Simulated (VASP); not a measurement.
# Sn (I4_1/amd) in VASP: single point with PBE

Aim: the single point of Sn with PBE.

Program: VASP 6.6.1. These are calculated values, not measurements. Logs are shortened: lines on timing, memory, paths and dates and some standing lists are left out, and cuts for length are marked.

## 1. The cell of the first run

Symmetry: I4_1/amd, No. 141, tetragonal system. Conventional cell: a = 5.904 Å, b = 5.904 Å, c = 3.259 Å, α = 90.00°, β = 90.00°, γ = 90.00°. Within 4.0 Å of Sn (site symmetry -4m2) lie 10 Sn at 3.06 to 3.83 Å.

## 2. Single point, PBE, non-collinear spin, zero start, spin-orbit coupling

Contents of INCAR:

```
SYSTEM = Sn
PREC = Accurate
ENCUT = 500
EDIFF = 1E-6
ISMEAR = 0
SIGMA = 0.05
LREAL = .False.
LASPH = .True.
NELM = 200
ALGO = Normal
ISIF = 2
LWAVE = .False.
LCHARG = .False.
LNONCOLLINEAR = .True.
MAGMOM = 0 0 0 0 0 0
LORBIT = 11
LSORBIT = .True.
GGA_COMPAT = .False.
LORBMOM = .True.
GGA = PE
NBANDS = 40
KPAR = 4
```

Contents of KPOINTS:

```
regular mesh
0
Gamma
  14 14 14
  0 0 0
```

Contents of POSCAR:

```
Sn
1.0
   -2.9519157567      2.9519157567      1.6293854045
    2.9519157567     -2.9519157567      1.6293854045
    2.9519157567      2.9519157567     -1.6293854045
Sn
2
Direct
    0.7500000000      0.2500000000      0.5000000000
    0.0000000000      0.0000000000      0.0000000000
```

Potentials or basis: VASP PAW PBE potentials, release 64 (Sn_d).

Run with:

```sh
cat potpaw_PBE.64/Sn_d/POTCAR > POTCAR
mpirun -np 4 vasp_ncl > vasp.out
```

OUTCAR:

```text
SYSTEM = Sn
   PREC = Accurate
   ENCUT = 500
   EDIFF = 1E-6
   ISMEAR = 0
   LREAL = .False.
   LASPH = .True.
   NELM = 200
   ISIF = 2
   LNONCOLLINEAR = .True.
   LORBIT = 11
   LSORBIT = .True.
   GGA = PE

 ion  position               nearest neighbor table
   1  0.750  0.250  0.500-   2 3.06   2 3.06   2 3.06   2 3.06
   2  0.000  0.000  0.000-   1 3.06   1 3.06   1 3.06   1 3.06

  LATTYP: Found a body centered tetragonal cell.
 ALAT       =     5.9038315134
 C/A-ratio  =     0.5519755775

  Lattice vectors:

 A1 = (  -2.9519157567,   2.9519157567,   1.6293854045)
 A2 = (   2.9519157567,  -2.9519157567,   1.6293854045)
 A3 = (   2.9519157567,   2.9519157567,  -1.6293854045)

Analysis of symmetry for initial positions (statically):
=====================================================================
 Subroutine PRICEL returns:
 Original cell was already a primitive cell.

 Routine SETGRP: Setting up the symmetry group for a
 body centered tetragonal supercell.

 Subroutine GETGRP returns: Found 16 space group operations
 (whereof  8 operations were pure point group operations)
 out of a pool of 16 trial point group operations.

The static configuration has the point symmetry D_2d.
 The point group associated with its full space group is D_4h.

Analysis of symmetry for dynamics (positions and initial velocities):
=====================================================================
 Subroutine PRICEL returns:
 Original cell was already a primitive cell.

 Routine SETGRP: Setting up the symmetry group for a
 body centered tetragonal supercell.

 Subroutine GETGRP returns: Found 16 space group operations
 (whereof  8 operations were pure point group operations)
 out of a pool of 16 trial point group operations.

The dynamic configuration has the point symmetry D_2d.
 The point group associated with its full space group is D_4h.

Analysis of structural, dynamic, and magnetic symmetry:
=====================================================================
 Subroutine PRICEL returns:
 Original cell was already a primitive cell.

 Routine SETGRP: Setting up the symmetry group for a
 body centered tetragonal supercell.

 Subroutine GETGRP returns: Found 16 space group operations
 (whereof  8 operations were pure point group operations)
 out of a pool of 16 trial point group operations.

The overall configuration has the point symmetry D_2d.
 The point group associated with its full space group is D_4h.

 Subroutine INISYM returns: Found 16 space group operations
 (whereof  8 operations are pure point group operations),
 and found     1 'primitive' translations

----------------------------------------------------------------------------------------

                                     Primitive cell

  volume of cell :      56.7926

  direct lattice vectors                    reciprocal lattice vectors
    -2.951915757  2.951915757  1.629385405     0.000000000  0.169381528  0.306864170
     2.951915757 -2.951915757  1.629385405     0.169381528  0.000000000  0.306864170
     2.951915757  2.951915757 -1.629385405     0.169381528  0.169381528  0.000000000

  length of vectors
     4.481351366  4.481351366  4.481351366     0.350507804  0.350507804  0.239541653

  position of ions in fractional coordinates (direct lattice)
     0.750000000  0.250000000  0.500000000
     0.000000000  0.000000000  0.000000000

  ion indices of the primitive-cell ions
   primitive index   ion index
                 1           1
                 2           2

----------------------------------------------------------------------------------------

 KPOINTS: regular mesh

Automatic generation of k-mesh.
 Grid dimensions read from file:
 generate k-points for:   14   14   14

 Generating k-lattice:

  Cartesian coordinates                     Fractional coordinates (reciprocal lattice)
     0.000000000  0.012098681  0.021918869     0.071428571  0.000000000 -0.000000000
     0.012098681  0.000000000  0.021918869     0.000000000  0.071428571 -0.000000000
     0.012098681  0.012098681  0.000000000     0.000000000  0.000000000  0.071428571

  Length of vectors
     0.025036272  0.025036272  0.017110118

  Shift w.r.t. Gamma in fractional coordinates (k-lattice)
     0.000000000  0.000000000  0.000000000

 Subroutine IBZKPT returns following result:
 ===========================================

 Found    244 irreducible k-points:

 Following reciprocal coordinates:
            Coordinates               Weight
  0.000000  0.000000  0.000000      1.000000
  0.071429 -0.000000  0.000000      8.000000
  0.142857 -0.000000  0.000000      8.000000
  0.214286 -0.000000  0.000000      8.000000
  0.285714 -0.000000  0.000000      8.000000
  0.357143 -0.000000  0.000000      8.000000
[... 16 lines left out ...]
  0.214286  0.142857  0.000000     16.000000
[... 26 lines left out ...]
   ISIF   =      2    stress and relaxation
   ISYM   =      2    0-nonsym 1-usesym 2-fastsym
   POTIM  = 0.5000    time-step for ionic-motion
   TEBEG  =    0.0;   TEEND  =   0.0 temperature during run
   PSTRESS=    0.0 pullay stress
   NELECT =      28.0000    total number of electrons
   NUPDOWN=      -1.0000    fix difference up-down
   EMIN   =  10.00;   EMAX   =-10.00  energy-range for DOS
   EFERMI =   0.00;   METHOD = LEGACY
   ISMEAR =     0;   SIGMA  =   0.05  broadening in eV -4-tet -1-fermi 0-gaus
   EFERMI_NEDOS =   21; number of points for ismear=-14 and -15
   IALGO  =     38    algorithm
   IMIX   =      4    mixing-type and parameters
     AMIX     =   0.40;   BMIX     =  1.00
     AMIX_MAG =   1.60;   BMIX_MAG =  1.00
  volume/ion in A,a.u.               =      28.40       191.63
  Fermi-wavevector in a.u.,A,eV,Ry     =   1.293293  2.443969 22.757197  1.672607
  Thomas-Fermi vector in A             =   2.424948
   LORBIT       =     11    0 simple, 1 ext, 2 COOP (PROOUT), +10 PAW based schemes
   GGA     = PE    functional components
   LHFCALC =     F    Hartree Fock is set to
   AEXX    =    0.0000 exact exchange contribution
   IVDW    =     0    specifies the selected vdW correction
   LEPSILON=     F    determine dielectric tensor
   LRPA    =     F    only Hartree local field effects (RPA)
 Gauss-broadening in eV      SIGMA  =   0.05
  energy-cutoff  :      500.00
  volume of cell :       56.79
 maximum number of plane-waves:      2928
 NGX is ok and might be reduce to    36
   NGX = 17   NGY = 17   NGZ = 17

 number of electron      28.0000000 magnetization       0.0000000      0.0000000      0.0000000

 number of electron      27.9999991 magnetization       0.0000000     -0.0000000      0.0000000

 number of electron      27.9999991 magnetization      -0.0000000      0.0000000     -0.0000000

 Free energy of the ion-electron system (eV)
  ---------------------------------------------------
  ext. energy  EPLUGINS =         0.00000000
  ---------------------------------------------------
  free energy    TOTEN  =        -7.71785971 eV

  energy without entropy =       -7.71619135  energy(sigma->0) =       -7.71702553

 E-fermi :   7.4081     XC(G=0): -10.0913

 val. band max:        7.4073416135   @ k =  -0.4286   0.0714  -0.0000
 cond. band min:       7.4087413248   @ k =  -0.2143  -0.2143   0.0714
 fundamental gap:      0.0013997113
 Fermi energy:         7.4081192678

 k-point     1 :       0.0000    0.0000    0.0000
  band No.  band energies     occupation
      1     -14.6219      1.00000
      2     -14.6219      1.00000
      3     -14.6074      1.00000
      4     -14.6074      1.00000
      5     -14.5792      1.00000
      6     -14.5792      1.00000
[... 1021 lines left out ...]
     39      14.9619      0.00000
     40      14.9619      0.00000

 [... further k-points ...]
[... 5 lines left out ...]
  --------------------------------------------------------------------------------------
  -------------------------------------------------------------------------------------
  Total        0.0104403      0.0104403     -0.0216167      0.0000000      0.0000000      0.0000000
  in kB        0.2945323      0.2945323     -0.6098296      0.0000000      0.0000000      0.0000000
  external PRESSURE =      -0.0069217 kB  Pullay stress =       0.0000000 kB

 VOLUME and BASIS-vectors are now :
 -----------------------------------------------------------------------------
  energy-cutoff  :      500.00
  volume of cell :       56.79
      direct lattice vectors                 reciprocal lattice vectors
    -2.951915757  2.951915757  1.629385405     0.000000000  0.169381528  0.306864170
     2.951915757 -2.951915757  1.629385405     0.169381528  0.000000000  0.306864170
     2.951915757  2.951915757 -1.629385405     0.169381528  0.169381528  0.000000000

 POSITION                                       TOTAL-FORCE (eV/Angst)
 -----------------------------------------------------------------------------------
      0.00000      2.95192      0.81469        -0.000000      0.000000      0.000000
      0.00000      0.00000      0.00000         0.000000     -0.000000     -0.000000
 -----------------------------------------------------------------------------------
    total drift:                                0.000000      0.000000      0.000000

  FREE ENERGIE OF THE ION-ELECTRON SYSTEM (eV)
  ---------------------------------------------------
  free  energy   TOTEN  =        -7.7178597083 eV

  energy  without entropy=       -7.7161913483  energy(sigma->0) =       -7.71702553

 orbital moment (x)

 # of ion     p       d       tot
 ----------------------------------------
  1         0.000  -0.000   0.000
  2         0.000  -0.000  -0.000
 ----------------------------------------
            0.000  -0.000   0.000

 orbital moment (y)

 # of ion     p       d       tot
 ----------------------------------------
  1        -0.000   0.000  -0.000
  2         0.000  -0.000   0.000
 ----------------------------------------
           -0.000   0.000  -0.000

 orbital moment (z)

 # of ion     p       d       tot
 ----------------------------------------
  1         0.000  -0.000  -0.000
  2         0.000   0.000   0.000
 ----------------------------------------
            0.000   0.000   0.000

 Spin-Orbit-Coupling matrix elements

 Ion:    1  E_soc:     -0.1131124
 l=   1
     0.0000000    -0.0128117    -0.0125666
    -0.0128117     0.0000000    -0.0128117
    -0.0125666    -0.0128117     0.0000000
 l=   2
     0.0000000    -0.0012439     0.0000000    -0.0012439    -0.0048718
    -0.0012439     0.0000000    -0.0036688    -0.0012371    -0.0012159
     0.0000000    -0.0036688     0.0000000    -0.0036688     0.0000000
    -0.0012439    -0.0012371    -0.0036688     0.0000000    -0.0012159
    -0.0048718    -0.0012159     0.0000000    -0.0012159     0.0000000
 l=   3
     0.0000000     0.0000000     0.0000000     0.0000000     0.0000000     0.0000000     0.0000000
     0.0000000     0.0000000     0.0000000     0.0000000     0.0000000     0.0000000     0.0000000
     0.0000000     0.0000000     0.0000000     0.0000000     0.0000000     0.0000000     0.0000000
     0.0000000     0.0000000     0.0000000     0.0000000     0.0000000     0.0000000     0.0000000
     0.0000000     0.0000000     0.0000000     0.0000000     0.0000000     0.0000000     0.0000000
     0.0000000     0.0000000     0.0000000     0.0000000     0.0000000     0.0000000     0.0000000
     0.0000000     0.0000000     0.0000000     0.0000000     0.0000000     0.0000000     0.0000000

 Ion:    2  E_soc:     -0.1131124
 l=   1
     0.0000000    -0.0128117    -0.0125666
    -0.0128117     0.0000000    -0.0128117
    -0.0125666    -0.0128117     0.0000000
 l=   2
     0.0000000    -0.0012439     0.0000000    -0.0012439    -0.0048718
    -0.0012439     0.0000000    -0.0036688    -0.0012371    -0.0012159
     0.0000000    -0.0036688     0.0000000    -0.0036688     0.0000000
    -0.0012439    -0.0012371    -0.0036688     0.0000000    -0.0012159
    -0.0048718    -0.0012159     0.0000000    -0.0012159     0.0000000
 l=   3
     0.0000000     0.0000000     0.0000000     0.0000000     0.0000000     0.0000000     0.0000000
     0.0000000     0.0000000     0.0000000     0.0000000     0.0000000     0.0000000     0.0000000
     0.0000000     0.0000000     0.0000000     0.0000000     0.0000000     0.0000000     0.0000000
     0.0000000     0.0000000     0.0000000     0.0000000     0.0000000     0.0000000     0.0000000
     0.0000000     0.0000000     0.0000000     0.0000000     0.0000000     0.0000000     0.0000000
     0.0000000     0.0000000     0.0000000     0.0000000     0.0000000     0.0000000     0.0000000
     0.0000000     0.0000000     0.0000000     0.0000000     0.0000000     0.0000000     0.0000000

 total charge

# of ion       s       p       d       tot
------------------------------------------
    1        1.240   0.981   9.969  12.191
    2        1.240   0.981   9.969  12.191
--------------------------------------------------
tot          2.481   1.962  19.938  24.381

 magnetization (x)

# of ion       s       p       d       tot
------------------------------------------
    1        0.000   0.000   0.000   0.000
    2        0.000   0.000   0.000   0.000
--------------------------------------------------
tot          0.000   0.000   0.000   0.000

 magnetization (y)

# of ion       s       p       d       tot
------------------------------------------
    1        0.000  -0.000  -0.000  -0.000
    2        0.000   0.000  -0.000   0.000
--------------------------------------------------
tot          0.000   0.000  -0.000  -0.000

 magnetization (z)

# of ion       s       p       d       tot
------------------------------------------
    1        0.000  -0.000   0.000  -0.000
    2       -0.000   0.000  -0.000  -0.000
--------------------------------------------------
tot         -0.000  -0.000   0.000  -0.000
```

Run time: 6.4 min. Hardware: 4 MPI ranks of Oxide Virtual Turin-like, shared host; peak memory 0.84 GiB.

What came out:

```
Free energy                                           : -7.7179 eV
Pressure                                              : 0.0 GPa
Net moment                                            : 0.00 μB per cell
Valence electrons inside the program's atomic spheres : Sn 12.19
```

Moments on the atoms (μB; x, y, z):
```
Sn  0.00 0.00 0.00
Sn  0.00 0.00 0.00
```
